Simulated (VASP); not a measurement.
# CuCl (R3m) in VASP: density of states with PBE

Aim: the density of states of CuCl with PBE.

Everything below comes from runs of VASP 6.6.1. Logs are shortened: lines on timing, memory, paths and dates and some standing lists are left out, and cuts for length are marked.

## 1. The cell of the first run

The typed cell holds 2 atoms: a = 3.836 Å, b = 3.836 Å, c = 3.836 Å, α = 60.01°, β = 60.01°, γ = 60.01°.

## 2. Density of states, PBE

File POSCAR:

```
CuCl
1.0
    1.9179250145      1.1073145234      3.1315826578
   -1.9179250145      1.1073145234      3.1315826578
    0.0000000000     -2.2146290468      3.1315826579
Cu Cl
1 1
Direct
    0.0085319845      0.0085319845      0.0085319845
    0.7584666855      0.7584666855      0.7584666855
```

File INCAR.step1:

```
SYSTEM = CuCl
PREC = Accurate ; ENCUT = 520
EDIFF = 1E-6 ; ISMEAR = 0
SIGMA = 0.02 ; LREAL = .FALSE.
LASPH = .TRUE. ; NELM = 120
ALGO = Normal ; ISIF = 2
LWAVE = .FALSE. ; LCHARG = .TRUE.
LMAXMIX = 4 ; GGA = PE
NBANDS = 16 ; GGA_COMPAT = .FALSE.
NEDOS = 2001 ; LORBIT = 11
```

File KPOINTS.step1:

```
regular mesh
0
G
  12 12 12
  0 0 0
```

File INCAR.step2:

```
SYSTEM = CuCl
PREC = Accurate ; ENCUT = 520
EDIFF = 1E-6 ; ISMEAR = -5
SIGMA = 0.02 ; LREAL = .FALSE.
LASPH = .TRUE. ; NELM = 120
ALGO = Normal ; ISIF = 2
LWAVE = .FALSE. ; LCHARG = .FALSE.
LMAXMIX = 4 ; GGA = PE
LORBIT = 11 ; NBANDS = 16
NEDOS = 1001 ; ICHARG = 11
GGA_COMPAT = .FALSE.
```

File KPOINTS.step2:

```
regular mesh
0
G
  18 18 18
  0 0 0
```

Potentials or basis: VASP PAW PBE potentials, release 64 (Cu, Cl).

Command:

```console
$ cat potpaw_PBE.64/Cu/POTCAR potpaw_PBE.64/Cl/POTCAR > POTCAR
$ cp INCAR.step1 INCAR
$ cp KPOINTS.step1 KPOINTS
$ mpirun -np 1 vasp_std > vasp.out
$ cp INCAR.step2 INCAR
$ cp KPOINTS.step2 KPOINTS
$ mpirun -np 1 vasp_std > vasp.out
```

OUTCAR:

```text
SYSTEM = CuCl
   PREC = Accurate
   ENCUT = 520
   EDIFF = 1E-6
   ISMEAR = -5
   LREAL = .FALSE.
   LASPH = .TRUE.
   NELM = 120
   ISIF = 2
   GGA = PE
   LORBIT = 11
   ICHARG = 11

 ion  position               nearest neighbor table
   1  0.009  0.009  0.009-   2 2.35   2 2.35   2 2.35   2 2.35
   2  0.758  0.758  0.758-   1 2.35   1 2.35   1 2.35   1 2.35

  LATTYP: Found a trigonal (rhomboedric) cell.
 ALAT       =     3.8355432155
 COS(alpha) =     0.4999200046

  Lattice vectors:

 A1 = (   1.9179250145,   1.1073145234,   3.1315826578)
 A2 = (  -1.9179250145,   1.1073145234,   3.1315826578)
 A3 = (   0.0000000000,  -2.2146290468,   3.1315826579)

Analysis of symmetry for initial positions (statically):
=====================================================================
 Subroutine PRICEL returns:
 Original cell was already a primitive cell.

 Routine SETGRP: Setting up the symmetry group for a
 trigonal (rhombohedral) supercell.

 Subroutine GETGRP returns: Found  6 space group operations
 (whereof  6 operations were pure point group operations)
 out of a pool of 12 trial point group operations.

The static configuration has the point symmetry C_3v.

Analysis of symmetry for dynamics (positions and initial velocities):
=====================================================================
 Subroutine PRICEL returns:
 Original cell was already a primitive cell.

 Routine SETGRP: Setting up the symmetry group for a
 trigonal (rhombohedral) supercell.

 Subroutine GETGRP returns: Found  6 space group operations
 (whereof  6 operations were pure point group operations)
 out of a pool of 12 trial point group operations.

The dynamic configuration has the point symmetry C_3v.

 Subroutine INISYM returns: Found  6 space group operations
 (whereof  6 operations are pure point group operations),
 and found     1 'primitive' translations

----------------------------------------------------------------------------------------

                                     Primitive cell

  volume of cell :      39.9041

  direct lattice vectors                    reciprocal lattice vectors
     1.917925014  1.107314523  3.131582658     0.260698409  0.150514297  0.106442451
    -1.917925014  1.107314523  3.131582658    -0.260698409  0.150514297  0.106442451
     0.000000000 -2.214629047  3.131582658     0.000000000 -0.301028593  0.106442451

  length of vectors
     3.835543215  3.835543215  3.835543216     0.319293297  0.319293297  0.319293297

  position of ions in fractional coordinates (direct lattice)
     0.008531985  0.008531985  0.008531985
     0.758466685  0.758466685  0.758466685

  ion indices of the primitive-cell ions
   primitive index   ion index
                 1           1
                 2           2

----------------------------------------------------------------------------------------

 KPOINTS: regular mesh

Automatic generation of k-mesh.
 Grid dimensions read from file:
 generate k-points for:   18   18   18

 Generating k-lattice:

  Cartesian coordinates                     Fractional coordinates (reciprocal lattice)
     0.014483245  0.008361905  0.005913469     0.055555556  0.000000000  0.000000000
    -0.014483245  0.008361905  0.005913469     0.000000000  0.055555556  0.000000000
     0.000000000 -0.016723811  0.005913469     0.000000000  0.000000000  0.055555556

  Length of vectors
     0.017738516  0.017738516  0.017738516

  Shift w.r.t. Gamma in fractional coordinates (k-lattice)
     0.000000000  0.000000000  0.000000000

 TETIRR: Found   2916 inequivalent tetrahedra from    34992

 Subroutine IBZKPT returns following result:
 ===========================================

 Found    580 irreducible k-points:

 Following reciprocal coordinates:
            Coordinates               Weight
  0.000000  0.000000  0.000000      1.000000
  0.055556  0.000000  0.000000      6.000000
  0.111111  0.000000  0.000000      6.000000
  0.166667 -0.000000  0.000000      6.000000
  0.222222  0.000000  0.000000      6.000000
  0.277778 -0.000000  0.000000      6.000000
[... 16 lines left out ...]
 -0.277778  0.055556  0.000000     12.000000
 -0.222222  0.055556  0.000000     12.000000
 [... further k-points ...]
   k-points           NKPTS =    580   k-points in BZ     NKDIM =    580   number of bands    NBANDS=     16
   number of dos      NEDOS =   1001   number of ions     NIONS =      2
   total plane-waves  NPLWV =  27000
   dimension x,y,z NGX =    30 NGY =   30 NGZ =   30
   dimension x,y,z NGXF=    60 NGYF=   60 NGZF=   60
   ions per type =               1   1
   NGX,Y,Z   is equivalent  to a cutoff of  13.00, 13.00, 13.00 a.u.
   NGXF,Y,Z  is equivalent  to a cutoff of  26.01, 26.01, 26.01 a.u.
 SYSTEM =  CuCl
   PREC   = accura    normal or accurate (medium, high low for compatibility)
   ISTART =      0    job   : 0-new  1-cont  2-samecut
   ICHARG =     11    charge: 1-file 2-atom 10-const
   ISPIN  =      1    spin polarized calculation?
   LNONCOLLINEAR =      F non collinear calculations
   LSORBIT =      F    spin-orbit coupling
   LASPH  =      T    aspherical Exc in radial PAW
   ENCUT  =  520.0 eV  38.22 Ry    6.18 a.u.   7.13  7.13  7.13*2*pi/ulx,y,z
   NELM   =    120;   NELMIN=  2; NELMDL=  0     # of ELM steps
   EDIFF  = 0.1E-05   stopping-criterion for ELM
   LREAL  =      F    real-space projection
   EDIFFG = 0.1E-04   stopping-criterion for IOM
   NSW    =      0    number of steps for IOM
   IBRION =     -1    ionic relax: 0-MD 1-quasi-New 2-CG
   NFREE  =      0    steps in history (QN), initial steepest desc. (CG)
   ISIF   =      2    stress and relaxation
   ISYM   =      2    0-nonsym 1-usesym 2-fastsym
   POTIM  = 0.5000    time-step for ionic-motion
   TEBEG  =    0.0;   TEEND  =   0.0 temperature during run
   PSTRESS=    0.0 pullay stress
   NELECT =      18.0000    total number of electrons
   NUPDOWN=      -1.0000    fix difference up-down
   EMIN   =  10.00;   EMAX   =-10.00  energy-range for DOS
   EFERMI =   0.00;   METHOD = LEGACY
   ISMEAR =    -5;   SIGMA  =   0.02  broadening in eV -4-tet -1-fermi 0-gaus
   EFERMI_NEDOS =   21; number of points for ismear=-14 and -15
   IALGO  =     38    algorithm
   IMIX   =      4    mixing-type and parameters
     AMIX     =   0.40;   BMIX     =  1.00
     AMIX_MAG =   1.60;   BMIX_MAG =  1.00
  volume/ion in A,a.u.               =      19.95       134.64
  Fermi-wavevector in a.u.,A,eV,Ry     =   1.255528  2.372604 21.447553  1.576351
  Thomas-Fermi vector in A             =   2.389280
   LORBIT       =     11    0 simple, 1 ext, 2 COOP (PROOUT), +10 PAW based schemes
   GGA     = PE    functional components
   LHFCALC =     F    Hartree Fock is set to
   AEXX    =    0.0000 exact exchange contribution
   IVDW    =     0    specifies the selected vdW correction
   LEPSILON=     F    determine dielectric tensor
   LRPA    =     F    only Hartree local field effects (RPA)
 non-spin polarized calculation
 Fermi weights with tetrahedron method with Bloechl corrections
  energy-cutoff  :      520.00
  volume of cell :       39.90
 maximum number of plane-waves:      1090
 NGX is ok and might be reduce to    30

 number of electron      17.9999994 magnetization

 Free energy of the ion-electron system (eV)
  ---------------------------------------------------
  ext. energy  EPLUGINS =         0.00000000
  ---------------------------------------------------
  free energy    TOTEN  =        -6.34283888 eV

  energy without entropy =       -6.34283888  energy(sigma->0) =       -6.34283888

 E-fermi :   3.8235     XC(G=0):  -9.3781

 val. band max:        3.8216342306   @ k =   0.0000   0.0000   0.0000
 cond. band min:       4.3534536368   @ k =   0.0000   0.0000   0.0000
 fundamental gap:      0.5318194062
 Fermi energy:         3.8234811967

 k-point     1 :       0.0000    0.0000    0.0000
  band No.  band energies     occupation
      1     -13.1784      2.00000
      2      -1.0850      2.00000
      3      -1.0850      2.00000
      4      -1.0832      2.00000
      5       2.3641      2.00000
      6       2.3641      2.00000
[... 8 lines left out ...]
     15      15.5398      0.00000
     16      16.4823      0.00000

 k-point     2 :       0.0556    0.0000    0.0000
  band No.  band energies     occupation
      1     -13.1661      2.00000
      2      -1.1492      2.00000
      3      -1.0842      2.00000
      4      -1.0826      2.00000
      5       2.3620      2.00000
      6       2.3620      2.00000
[... 8 lines left out ...]
     15      15.3879      0.00000
     16      16.6649      0.00000

 k-point     3 :       0.1111    0.0000    0.0000
  band No.  band energies     occupation
      1     -13.1305      2.00000
      2      -1.3266      2.00000
      3      -1.0819      2.00000
      4      -1.0803      2.00000
      5       2.3568      2.00000
      6       2.3568      2.00000
[... 8 lines left out ...]
     15      15.0781      0.00000
     16      16.9607      0.00000

 k-point     4 :       0.1667   -0.0000    0.0000
  band No.  band energies     occupation
      1     -13.0750      2.00000
      2      -1.5798      2.00000
      3      -1.0788      2.00000
      4      -1.0773      2.00000
      5       2.3522      2.00000
      6       2.3523      2.00000
[... 8 lines left out ...]
     15      14.8164      0.00000
     16      16.7036      0.00000

 k-point     5 :       0.2222    0.0000    0.0000
  band No.  band energies     occupation
      1     -13.0054      2.00000
      2      -1.8669      2.00000
      3      -1.0756      2.00000
      4      -1.0743      2.00000
      5       2.3526      2.00000
      6       2.3528      2.00000
[... 8 lines left out ...]
     15      14.7306      0.00000
     16      16.2872      0.00000

 k-point     6 :       0.2778   -0.0000    0.0000
  band No.  band energies     occupation
      1     -12.9294      2.00000
      2      -2.1509      2.00000
      3      -1.0731      2.00000
      4      -1.0719      2.00000
      5       2.3617      2.00000
      6       2.3619      2.00000
[... 8 lines left out ...]
     15      14.8881      0.00000
     16      15.9492      0.00000
[... 267 lines left out ...]
 k-point    21 :      -0.3889    0.0556   -0.0000
  band No.  band energies     occupation
      1     -12.7725      2.00000
      2      -2.6329      2.00000
      3      -1.1194      2.00000
      4      -1.0634      2.00000
      5       2.3897      2.00000
      6       2.4254      2.00000
[... 8 lines left out ...]
     15      15.8296      0.00000
     16      16.5627      0.00000

 k-point    22 :      -0.3333    0.0556   -0.0000
  band No.  band energies     occupation
      1     -12.8271      2.00000
      2      -2.4639      2.00000
      3      -1.1202      2.00000
      4      -1.0595      2.00000
      5       2.3600      2.00000
      6       2.4118      2.00000
[... 8 lines left out ...]
     15      15.7645      0.00000
     16      16.1002      0.00000

 k-point    23 :      -0.2778    0.0556    0.0000
  band No.  band energies     occupation
      1     -12.8966      2.00000
      2      -2.2363      2.00000
      3      -1.1186      2.00000
      4      -1.0580      2.00000
      5       2.3380      2.00000
      6       2.3938      2.00000
[... 8 lines left out ...]
     15      15.3839      0.00000
     16      16.1708      0.00000

 k-point    24 :      -0.2222    0.0556    0.0000
  band No.  band energies     occupation
      1     -12.9718      2.00000
      2      -1.9703      2.00000
      3      -1.1153      2.00000
      4      -1.0593      2.00000
      5       2.3276      2.00000
      6       2.3799      2.00000
[... 8 lines left out ...]
     15      15.0887      0.00000
     16      16.4732      0.00000

 [... further k-points ...]
[... 5 lines left out ...]
  --------------------------------------------------------------------------------------
  -------------------------------------------------------------------------------------
  Total        0.0213063      0.0213063      0.0201840      0.0000000     -0.0000000     -0.0000000
  in kB        0.8554618      0.8554618      0.8103994      0.0000000     -0.0000000     -0.0000000
  external PRESSURE =       0.8404410 kB  Pullay stress =       0.0000000 kB

 VOLUME and BASIS-vectors are now :
 -----------------------------------------------------------------------------
  energy-cutoff  :      520.00
  volume of cell :       39.90
      direct lattice vectors                 reciprocal lattice vectors
     1.917925014  1.107314523  3.131582658     0.260698409  0.150514297  0.106442451
    -1.917925014  1.107314523  3.131582658    -0.260698409  0.150514297  0.106442451
     0.000000000 -2.214629047  3.131582658     0.000000000 -0.301028593  0.106442451

 POSITION                                       TOTAL-FORCE (eV/Angst)
 -----------------------------------------------------------------------------------
      0.00000      0.00000      0.08016         0.000000     -0.000000     -0.000496
      0.00000      0.00000      7.12560         0.000000      0.000000      0.000496
 -----------------------------------------------------------------------------------
    total drift:                                0.000000     -0.000000      0.000036

  FREE ENERGIE OF THE ION-ELECTRON SYSTEM (eV)
  ---------------------------------------------------
  free  energy   TOTEN  =        -6.3428388839 eV

  energy  without entropy=       -6.3428388839  energy(sigma->0) =       -6.34283888

 total charge

# of ion       s       p       d       tot
------------------------------------------
    1        0.272   0.250   9.389   9.910
    2        1.586   3.502   0.000   5.088
--------------------------------------------------
tot          1.858   3.751   9.389  14.998
```

It took 6 min on 1 thread of Intel Xeon Platinum 8375C at 2.90GHz (Ice Lake), shared host; peak memory 0.45 GiB.

Results:

- Valence electrons inside the program's atomic spheres: Cu 9.91; Cl 5.09
